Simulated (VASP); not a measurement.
# Ge (I4_1/amd) in VASP: a series of runs

The runs below take Ge through single point, with PBE.

Program: VASP 6.6.1. These are calculated values, not measurements. Logs are shortened: lines on timing, memory, paths and dates and some standing lists are left out, and cuts for length are marked.

## 1. The cell of the first run

It takes space group I4_1/amd (No. 141, tetragonal). Conventional cell: a = 4.120 Å, b = 4.120 Å, c = 5.742 Å, α = 90.00°, β = 90.00°, γ = 90.00°. Within 3.3 Å of Ge (site symmetry -4m2) lie 4 Ge at 2.51 Å.

## 2. Single point, PBE (strain +0.030 along x and y, +0.015 along z)

The input, INCAR:

```
ALGO = Normal
EDIFF = 1E-6
ENCUT = 520
GGA = PE
ISIF = 2
ISMEAR = 0
LASPH = T
LCHARG = F
LREAL = F
LWAVE = F
NBANDS = 21
NELM = 100
PREC = Accurate
SIGMA = 0.15
```

The input, KPOINTS:

```
k-points
0
Gamma
  14 14 14
```

The input, POSCAR:

```
Ge
1.0
    0.0000000000      2.9136331000      2.8712015500
    2.9136331000      0.0000000000      2.8712015500
    2.9136331000      2.9136331000      0.0000000000
Ge
2
Direct
    0.5000000000      0.5000000000      0.5000000000
    0.7500000000      0.7500000000      0.7500000000
```

Potentials or basis: VASP PAW PBE potentials, release 64 (Ge_d).

Command:

```bash
$ cat potpaw_PBE.64/Ge_d/POTCAR > POTCAR
$ mpirun -np 1 vasp_std > vasp.out
```

OUTCAR:

```text
EDIFF = 1E-6
   ENCUT = 520
   GGA = PE
   ISIF = 2
   ISMEAR = 0
   LASPH = T
   LREAL = F
   NELM = 100
   PREC = Accurate

 ion  position               nearest neighbor table
   1  0.500  0.500  0.500-   2 2.51   2 2.51   2 2.51   2 2.51
   2  0.750  0.750  0.750-   1 2.51   1 2.51   1 2.51   1 2.51

  LATTYP: Found a body centered tetragonal cell.
 ALAT       =     4.1204994458
 C/A-ratio  =     1.3936182192

  Lattice vectors:

 A1 = (   0.0000000000,  -2.9136331000,  -2.8712015500)
 A2 = (   0.0000000000,   2.9136331000,  -2.8712015500)
 A3 = (   2.9136331000,   0.0000000000,   2.8712015500)

Analysis of symmetry for initial positions (statically):
=====================================================================
 Subroutine PRICEL returns:
 Original cell was already a primitive cell.

 Routine SETGRP: Setting up the symmetry group for a
 body centered tetragonal supercell.

 Subroutine GETGRP returns: Found 16 space group operations
 (whereof  8 operations were pure point group operations)
 out of a pool of 16 trial point group operations.

The static configuration has the point symmetry D_2d.
 The point group associated with its full space group is D_4h.

Analysis of symmetry for dynamics (positions and initial velocities):
=====================================================================
 Subroutine PRICEL returns:
 Original cell was already a primitive cell.

 Routine SETGRP: Setting up the symmetry group for a
 body centered tetragonal supercell.

 Subroutine GETGRP returns: Found 16 space group operations
 (whereof  8 operations were pure point group operations)
 out of a pool of 16 trial point group operations.

The dynamic configuration has the point symmetry D_2d.
 The point group associated with its full space group is D_4h.

 Subroutine INISYM returns: Found 16 space group operations
 (whereof  8 operations are pure point group operations),
 and found     1 'primitive' translations

----------------------------------------------------------------------------------------

                                     Primitive cell

  volume of cell :      48.7487

  direct lattice vectors                    reciprocal lattice vectors
     0.000000000  2.913633100  2.871201550    -0.171607056  0.171607056  0.174143121
     2.913633100  0.000000000  2.871201550     0.171607056 -0.171607056  0.174143121
     2.913633100  2.913633100  0.000000000     0.171607056  0.171607056 -0.174143121
[... 80 lines left out ...]
   LSORBIT =      F    spin-orbit coupling
   LASPH  =      T    aspherical Exc in radial PAW
   ENCUT  =  520.0 eV  38.22 Ry    6.18 a.u.   7.61  7.61  7.66*2*pi/ulx,y,z
   NELM   =    100;   NELMIN=  2; NELMDL= -5     # of ELM steps
   EDIFF  = 0.1E-05   stopping-criterion for ELM
   LREAL  =      F    real-space projection
   EDIFFG = 0.1E-04   stopping-criterion for IOM
   NSW    =      0    number of steps for IOM
   IBRION =     -1    ionic relax: 0-MD 1-quasi-New 2-CG
   NFREE  =      0    steps in history (QN), initial steepest desc. (CG)
   ISIF   =      2    stress and relaxation
   ISYM   =      2    0-nonsym 1-usesym 2-fastsym
   POTIM  = 0.5000    time-step for ionic-motion
   TEBEG  =    0.0;   TEEND  =   0.0 temperature during run
   PSTRESS=    0.0 pullay stress
   NELECT =      28.0000    total number of electrons
   NUPDOWN=      -1.0000    fix difference up-down
   EMIN   =  10.00;   EMAX   =-10.00  energy-range for DOS
   EFERMI =   0.00;   METHOD = LEGACY
   ISMEAR =     0;   SIGMA  =   0.15  broadening in eV -4-tet -1-fermi 0-gaus
   EFERMI_NEDOS =   21; number of points for ismear=-14 and -15
   IALGO  =     38    algorithm
   IMIX   =      4    mixing-type and parameters
     AMIX     =   0.40;   BMIX     =  1.00
     AMIX_MAG =   1.60;   BMIX_MAG =  1.00
  volume/ion in A,a.u.               =      24.37       164.49
  Fermi-wavevector in a.u.,A,eV,Ry     =   1.360838  2.571611 25.196352  1.851880
  Thomas-Fermi vector in A             =   2.487466
   LORBIT       =      0    0 simple, 1 ext, 2 COOP (PROOUT), +10 PAW based schemes
   GGA     = PE    functional components
   LHFCALC =     F    Hartree Fock is set to
   AEXX    =    0.0000 exact exchange contribution
   IVDW    =     0    specifies the selected vdW correction
   LEPSILON=     F    determine dielectric tensor
   LRPA    =     F    only Hartree local field effects (RPA)
 non-spin polarized calculation
 Gauss-broadening in eV      SIGMA  =   0.15
  energy-cutoff  :      520.00
  volume of cell :       48.75
 maximum number of plane-waves:      1329
   NGX = 15   NGY = 15   NGZ = 15

 number of electron      27.9999992 magnetization

 Free energy of the ion-electron system (eV)
  ---------------------------------------------------
  ext. energy  EPLUGINS =         0.00000000
  ---------------------------------------------------
  free energy    TOTEN  =        -9.03259489 eV

  energy without entropy =       -9.03145202  energy(sigma->0) =       -9.03202346

 E-fermi :   4.2823     XC(G=0):  -9.5803

 val. band max:        4.2656547997   @ k =   0.5000  -0.0000   0.0000
 cond. band min:       4.3068437473   @ k =   0.4286   0.0000   0.0000
 fundamental gap:      0.0411889476
 Fermi energy:         4.2823364335

 k-point     1 :       0.0000    0.0000    0.0000
  band No.  band energies     occupation
      1     -20.4276      2.00000
      2     -20.4251      2.00000
      3     -20.4251      2.00000
      4     -20.3954      2.00000
      5     -20.3950      2.00000
      6     -20.2233      2.00000
[... 565 lines left out ...]
     20      13.3598      0.00000
     21      13.8483      0.00000

 [... further k-points ...]

------------------------ aborting loop because EDIFF is reached ----------------------------------------

  FORCE on cell =-STRESS in cart. coord.  units (eV):
  Direction    XX          YY          ZZ          XY          YZ          ZX
  --------------------------------------------------------------------------------------
  -------------------------------------------------------------------------------------
  Total       -0.4553485     -0.4553485     -0.1715895      0.0000000      0.0000000      0.0000000
  in kB      -14.9654937    -14.9654937     -5.6394657      0.0000000      0.0000000      0.0000000
  external PRESSURE =     -11.8568177 kB  Pullay stress =       0.0000000 kB

 VOLUME and BASIS-vectors are now :
 -----------------------------------------------------------------------------
  energy-cutoff  :      520.00
  volume of cell :       48.75
      direct lattice vectors                 reciprocal lattice vectors
     0.000000000  2.913633100  2.871201550    -0.171607056  0.171607056  0.174143121
     2.913633100  0.000000000  2.871201550     0.171607056 -0.171607056  0.174143121
     2.913633100  2.913633100  0.000000000     0.171607056  0.171607056 -0.174143121

 POSITION                                       TOTAL-FORCE (eV/Angst)
 -----------------------------------------------------------------------------------
      2.91363      2.91363      2.87120         0.000000      0.000000      0.000000
      4.37045      4.37045      4.30680        -0.000000     -0.000000     -0.000000
 -----------------------------------------------------------------------------------
    total drift:                                0.000000     -0.000000     -0.000000

  FREE ENERGIE OF THE ION-ELECTRON SYSTEM (eV)
  ---------------------------------------------------
  free  energy   TOTEN  =        -9.0325948920 eV

  energy  without entropy=       -9.0314520204  energy(sigma->0) =       -9.03202346
```

stdout:

```text
POSCAR found type information on POSCAR Ge
 POSCAR found :  1 types and       2 ions
 scaLAPACK will be used
 LDA part: xc-table for (Slater+PW92), standard interpolation
 POSCAR, INCAR and KPOINTS ok, starting setup
 FFT: planning ... GRIDC
 FFT: planning ... GRID_SOFT
 FFT: planning ... GRID
 WAVECAR not read
 entering main loop
```

Wall time 5.1 min (1 thread of Intel Xeon 8259CL, shared host); peak memory 0.32 GiB.

What came out:

- Free energy: -9.0326 eV
- Pressure: -1.2 GPa
- Band gap on the k mesh: zero (filled and empty bands touch)

Stress tensor (GPa, compression positive):
```
-1.50  0.00  0.00
 0.00 -1.50  0.00
 0.00  0.00 -0.56
```

Levels at points of the mesh, in eV from the Fermi level:
```
           k point  band 10  band 11  band 12  band 13  band 14  band 15  band 16  band 17  band 18  band 19
(0.00, 0.00, 0.00)   -24.49   -12.21    -0.61    -0.02    -0.02     0.09     2.49     2.56     2.56     6.27
(0.50, 0.00, 0.00)   -24.47   -10.30    -7.26    -1.34    -1.22    -0.02     3.68     3.76     7.10    10.11
(0.50, 0.50, 0.00)   -24.46    -8.56    -8.56    -2.87    -2.87     0.78     0.78     8.94     8.94    10.94
(0.50, 0.00, 0.50)   -24.46    -8.63    -8.63    -2.78    -2.78     0.89     0.89     8.91     8.91    10.87
```

Caveat: the cell differs from its parent crystal (strain +0.030 along x and y, +0.015 along z); semilocal functionals underestimate gaps, and a narrow one can read as zero.

## 3. Single point, PBE (strain -0.030 along x and y, -0.015 along z)

The input, INCAR:

```
PREC = Accurate
ENCUT = 520
EDIFF = 1E-7
ISMEAR = 0
SIGMA = 0.15
LREAL = F
LASPH = T
NELM = 60
ALGO = Normal
ISIF = 2
LWAVE = F
LCHARG = F
GGA = PE
NBANDS = 21
```

The input, KPOINTS:

```
regular mesh
0
Gamma
  14 14 14
```

The input, POSCAR:

```
Ge
1.0
    0.0000000000      2.7439069000      2.7863384500
    2.7439069000      0.0000000000      2.7863384500
    2.7439069000      2.7439069000      0.0000000000
Ge
2
Direct
    0.5000000000      0.5000000000      0.5000000000
    0.7500000000      0.7500000000      0.7500000000
```

Potentials or basis: VASP PAW PBE potentials, release 64 (Ge_d).

Command:

```bash
$ cat potpaw_PBE.64/Ge_d/POTCAR > POTCAR
$ mpirun -np 1 vasp_std > vasp.out
```

Run time: 5.3 min. Hardware: 1 thread of Intel Xeon 8259CL, shared host; peak memory 0.29 GiB.

Results (log left out):

```
Free energy            : -8.8664 eV
Pressure               : 10.5 GPa
Band gap on the k mesh : 0.37 eV (least direct gap 0.71 eV)
```

Stress tensor (GPa, compression positive):
```
10.87  0.00  0.00
 0.00 10.87  0.00
 0.00  0.00  9.70
```

Levels at points of the mesh, in eV from the valence-band top:
| k point | band 10 | band 11 | band 12 | band 13 | band 14 | band 15 | band 16 | band 17 | band 18 | band 19 |
| --- | --- | --- | --- | --- | --- | --- | --- | --- | --- | --- |
| (0.00, 0.00, 0.00) | -24.66 | -13.42 | -0.13 | 0.00 | 0.00 | 0.71 | 2.51 | 2.51 | 2.59 | 6.56 |
| (0.50, 0.00, 0.00) | -24.63 | -11.14 | -8.02 | -1.65 | -1.50 | 0.38 | 3.69 | 3.79 | 7.11 | 11.01 |
| (0.50, 0.50, 0.00) | -24.61 | -9.29 | -9.29 | -3.32 | -3.32 | 0.69 | 0.69 | 10.12 | 10.12 | 12.32 |
| (0.50, 0.00, 0.50) | -24.62 | -9.21 | -9.21 | -3.43 | -3.43 | 0.56 | 0.56 | 10.11 | 10.11 | 12.35 |

Caveat: the cell differs from its parent crystal (strain -0.030 along x and y, -0.015 along z); the cell stands under pressure. A k mesh can miss the band edges.

(Continued in part 2 of 2.)

The gap in the log of VASP goes by the Fermi energy; the results here count the filled bands.